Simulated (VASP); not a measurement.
A run of VASP 6.6.1 is set up as follows.

Contents of INCAR:

```
PREC = Accurate
ENCUT = 500
EDIFF = 1E-8
ISMEAR = -1
SIGMA = 0.05
LREAL = False
LASPH = True
NELM = 120
ALGO = Normal
ISIF = 2
LWAVE = False
LCHARG = False
GGA = PE
IBRION = 8
NSW = 1
GGA_COMPAT = False
```

Contents of KPOINTS:

```
Automatic mesh
0
Gamma
  8 8 4
```

File POSCAR:

```
Pb
1.0
    3.0386068135     -1.7503199600      0.0000000000
    3.0386068135      1.7503199600      0.0000000000
   -2.1154626375      0.0000000000      6.0952248674
Pb
2
Direct
    0.9085084100      0.9085084100      0.7262922000
    0.0914915900      0.0914915900      0.2737078000
```

Potentials or basis: VASP PAW PBE potentials, release 64 (Pb_d).

Run with:

```bash
$ cat potpaw_PBE.64/Pb_d/POTCAR > POTCAR
$ mpirun -np 1 vasp_std > vasp.out
```

Q: Estimate the highest phonon frequency at Γ.

A: 87 cm⁻¹.

Phonon frequencies in cm⁻¹ (negative: imaginary):
```tsv
q point	frequencies
(0.000, 0.000, 0.000)	0 0 0 8 20 87
```
